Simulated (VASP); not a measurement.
# Gd (P6_3/mmc) in VASP: single point with PBE+U

Aim: the single point of Gd with PBE+U.

All numbers are computed with VASP 6.6.1; they aren't measurements. Logs are shortened: lines on timing, memory, paths and dates and some standing lists are left out, and cuts for length are marked.

**1. The cell of the first run**

It takes space group P6_3/mmc (No. 194, hexagonal). Conventional cell: a = 3.652 Å, b = 3.652 Å, c = 5.853 Å, α = 90.00°, β = 90.00°, γ = 120.00°. Within 4.7 Å of Gd (site symmetry -6m2) lie 12 Gd at 3.61 to 3.65 Å.

**2. Single point, PBE+U, collinear spin, ferromagnetic start**

Contents of INCAR:

```
  PREC = Accurate
  ENCUT = 520
  EDIFF = 1E-6
  ISMEAR = 0
  SIGMA = 0.1
  LREAL = False
  LASPH = True
  NELM = 150
  ALGO = Normal
  ISIF = 2
  LWAVE = False
  LCHARG = True
  ISPIN = 2
  MAGMOM = 8.24 8.24
  LORBIT = 11
  LMAXMIX = 6
  LDAU = True
  LDAUTYPE = 2
  LDAUL = 3
  LDAUU = 6
  LDAUJ = 0
  LDAUPRINT = 1
  GGA = PE
  LELF = True
  LVHAR = True
  NBANDS = 29
```

Contents of KPOINTS:

```
regular mesh
0
Gamma
  15 15 8
```

Contents of POSCAR:

```
Gd
1.0
    3.6515676235      0.0000000000      0.0000000000
   -1.8257838117      3.1623503256      0.0000000000
    0.0000000000      0.0000000000      5.8528460064
Gd
2
Direct
    0.3333333333      0.6666666667      0.7500000000
    0.6666666667      0.3333333333      0.2500000000
```

Potentials or basis: VASP PAW PBE potentials, release 64 (Gd).

The run is started by

```bash
$ cat potpaw_PBE.64/Gd/POTCAR > POTCAR
$ mpirun -np 1 vasp_std > vasp.out
```

OUTCAR:

```text
PREC = Accurate
   ENCUT = 520
   EDIFF = 1E-6
   ISMEAR = 0
   LREAL = False
   LASPH = True
   NELM = 150
   ISIF = 2
   ISPIN = 2
   LORBIT = 11
   GGA = PE

 ion  position               nearest neighbor table
   1  0.333  0.667  0.750-
   2  0.667  0.333  0.250-

  LATTYP: Found a hexagonal cell.
 ALAT       =     3.6515676235
 C/A-ratio  =     1.6028310605

  Lattice vectors:

 A1 = (   3.6515676235,   0.0000000000,   0.0000000000)
 A2 = (  -1.8257838117,   3.1623503256,   0.0000000000)
 A3 = (   0.0000000000,   0.0000000000,   5.8528460064)

Analysis of symmetry for initial positions (statically):
=====================================================================
 Subroutine PRICEL returns:
 Original cell was already a primitive cell.

 Routine SETGRP: Setting up the symmetry group for a
 hexagonal supercell.

 Subroutine GETGRP returns: Found 24 space group operations
 (whereof 12 operations were pure point group operations)
 out of a pool of 24 trial point group operations.

The static configuration has the point symmetry D_3d.
 The point group associated with its full space group is D_6h.

Analysis of symmetry for dynamics (positions and initial velocities):
=====================================================================
 Subroutine PRICEL returns:
 Original cell was already a primitive cell.

 Routine SETGRP: Setting up the symmetry group for a
 hexagonal supercell.

 Subroutine GETGRP returns: Found 24 space group operations
 (whereof 12 operations were pure point group operations)
 out of a pool of 24 trial point group operations.

[... 233 lines left out ...]
  o =  0.9897  v =  0.0000 -0.0000  0.0000 -0.0000  0.0000  0.0000 -1.0000  0.0000  0.0000  0.0000  0.0000  0.0000  0.0000  0.0000      0.0000  0.0000  0.0000  0.0000  0.0000  0.0000  0.0000  0.0000  0.0000  0.0000  0.0000  0.0000  0.0000  0.0000
  o =  0.9898  v =  0.0000 -0.0000 -0.6174  0.0000  0.7867  0.0000 -0.0000  0.0000  0.0000  0.0000  0.0000  0.0000  0.0000  0.0000      0.0000  0.0000  0.0000  0.0000  0.0000  0.0000  0.0000  0.0000  0.0000  0.0000  0.0000  0.0000  0.0000  0.0000
  o =  0.9898  v = -0.0000 -0.0000 -0.7867  0.0000 -0.6174  0.0000 -0.0000  0.0000  0.0000  0.0000  0.0000  0.0000  0.0000  0.0000      0.0000  0.0000  0.0000  0.0000  0.0000  0.0000  0.0000  0.0000  0.0000  0.0000  0.0000  0.0000  0.0000  0.0000
  o =  0.9901  v =  0.0000 -0.9949  0.0000 -0.0000  0.0000  0.1007  0.0000  0.0000  0.0000  0.0000  0.0000  0.0000  0.0000  0.0000      0.0000  0.0000  0.0000  0.0000  0.0000  0.0000  0.0000  0.0000  0.0000  0.0000  0.0000  0.0000  0.0000  0.0000
  o =  0.9901  v =  0.0000 -0.1007  0.0000  0.0000  0.0000 -0.9949  0.0000  0.0000  0.0000  0.0000  0.0000  0.0000  0.0000  0.0000      0.0000  0.0000  0.0000  0.0000  0.0000  0.0000  0.0000  0.0000  0.0000  0.0000  0.0000  0.0000  0.0000  0.0000
  o =  0.9907  v = -0.0000  0.0000 -0.0000 -1.0000 -0.0000 -0.0000  0.0000  0.0000  0.0000  0.0000  0.0000  0.0000  0.0000  0.0000      0.0000  0.0000  0.0000  0.0000  0.0000  0.0000  0.0000  0.0000  0.0000  0.0000  0.0000  0.0000  0.0000  0.0000
  o =  0.9907  v =  1.0000  0.0000  0.0000 -0.0000 -0.0000  0.0000  0.0000  0.0000  0.0000  0.0000  0.0000  0.0000  0.0000  0.0000      0.0000  0.0000  0.0000  0.0000  0.0000  0.0000  0.0000  0.0000  0.0000  0.0000  0.0000  0.0000  0.0000  0.0000

 number of electron      36.0000010 magnetization      15.5944965

 Free energy of the ion-electron system (eV)
  ---------------------------------------------------
  ext. energy  EPLUGINS =         0.00000000
  ---------------------------------------------------
  free energy    TOTEN  =       -22.84533458 eV

  energy without entropy =      -22.83680210  energy(sigma->0) =      -22.84106834

 E-fermi :   2.9566     XC(G=0):  -9.8851

 val. band max:        2.9538621496   @ k =   0.1333   0.1333   0.3750
 cond. band min:       2.9659818110   @ k =   0.2667   0.0667   0.1250
 fundamental gap:      0.0121196614
 Fermi energy:         2.9565705422

 spin component 1

 k-point     1 :       0.0000    0.0000    0.0000
  band No.  band energies     occupation
      1     -42.6344      1.00000
      2     -42.5741      1.00000
      3     -20.3030      1.00000
      4     -19.7394      1.00000
      5     -19.7394      1.00000
      6     -19.6448      1.00000
[... 1529 lines left out ...]
     28       6.3346      0.00000
     29       6.5056      0.00000

 [... further k-points ...]

------------------------ aborting loop because EDIFF is reached ----------------------------------------

  FORCE on cell =-STRESS in cart. coord.  units (eV):
  Direction    XX          YY          ZZ          XY          YZ          ZX
  --------------------------------------------------------------------------------------
  -------------------------------------------------------------------------------------
  Total        0.0253468      0.0253468      0.0121489      0.0000000      0.0000000     -0.0000000
  in kB        0.6008663      0.6008663      0.2879991      0.0000000      0.0000000     -0.0000000
  external PRESSURE =       0.4965772 kB  Pullay stress =       0.0000000 kB

 VOLUME and BASIS-vectors are now :
 -----------------------------------------------------------------------------
  energy-cutoff  :      520.00
  volume of cell :       67.59
      direct lattice vectors                 reciprocal lattice vectors
     3.651567624  0.000000000  0.000000000     0.273854986  0.158110250  0.000000000
    -1.825783812  3.162350326  0.000000000     0.000000000  0.316220500  0.000000000
     0.000000000  0.000000000  5.852846006     0.000000000  0.000000000  0.170857050

 POSITION                                       TOTAL-FORCE (eV/Angst)
 -----------------------------------------------------------------------------------
     -0.00000      2.10823      4.38963         0.000000     -0.000000      0.000000
      1.82578      1.05412      1.46321        -0.000000      0.000000      0.000000
 -----------------------------------------------------------------------------------
    total drift:                               -0.000000      0.000000     -0.000000

  FREE ENERGIE OF THE ION-ELECTRON SYSTEM (eV)
  ---------------------------------------------------
  free  energy   TOTEN  =       -22.8453345773 eV

  energy  without entropy=      -22.8368021016  energy(sigma->0) =      -22.84106834

 total charge

# of ion       s       p       d       f       tot
--------------------------------------------------
    1        2.074   5.574   0.588   6.930  15.165
    2        2.074   5.574   0.588   6.930  15.165
--------------------------------------------------
tot          4.148  11.148   1.176  13.860  30.331

 magnetization (x)

# of ion       s       p       d       f       tot
--------------------------------------------------
    1        0.003  -0.055   0.243   6.921   7.112
    2        0.003  -0.055   0.243   6.921   7.112
--------------------------------------------------
tot          0.006  -0.110   0.485  13.843  14.224
```

stdout:

```text
POSCAR found type information on POSCAR Gd
 POSCAR found :  1 types and       2 ions
 scaLAPACK will be used
 LDA part: xc-table for (Slater+PW92), standard interpolation
 POSCAR, INCAR and KPOINTS ok, starting setup
 FFT: planning ... GRIDC
 FFT: planning ... GRID_SOFT
 FFT: planning ... GRID
 WAVECAR not read
 entering main loop
```

It took 25 min on 1 thread of Intel Xeon 8259CL, shared host; peak memory 0.51 GiB.

What came out:

```
Free energy                                           : -22.8453 eV
Pressure                                              : 0.0 GPa
Net moment                                            : 15.59 μB per cell
Site moments                                          : Gd +7.11 μB
Valence electrons inside the program's atomic spheres : Gd 15.16
```

Levels at points of the mesh, in eV from the Fermi level:
Spin up:
```tsv
k point	band 22	band 23	band 24	band 25	band 26	band 27	band 28	band 29
(0.00, 0.00, 0.00)	-8.08	-5.16	-2.60	0.78	1.18	1.18	1.28	1.77
(0.00, 0.00, 0.50)	-8.08	-3.72	-3.72	0.29	0.29	1.11	1.11	1.11
```
Spin down:
```csv
k point,band 7,band 8,band 9,band 10,band 11,band 12,band 13,band 14
"(0.00, 0.00, 0.00)",-20.16,-20.16,-4.22,-1.47,1.65,2.22,2.22,2.28
"(0.00, 0.00, 0.50)",-20.21,-20.21,-2.71,-2.71,1.33,1.33,2.21,2.21
```

Eigenvalues of the final occupation matrices:
```
    site  spin  trace                         eigenvalues
site 1 f     1   6.93  0.99 0.99 0.99 0.99 0.99 0.99 0.99
site 1 f     2   0.00  0.00 0.00 0.00 0.00 0.00 0.00 0.00
site 2 f     1   6.93  0.99 0.99 0.99 0.99 0.99 0.99 0.99
site 2 f     2   0.00  0.00 0.00 0.00 0.00 0.00 0.00 0.00
```

Caveat: spin-orbit coupling is left out, which moves the levels of the heavy elements. The state reached can hang on the start; a lower one may exist.
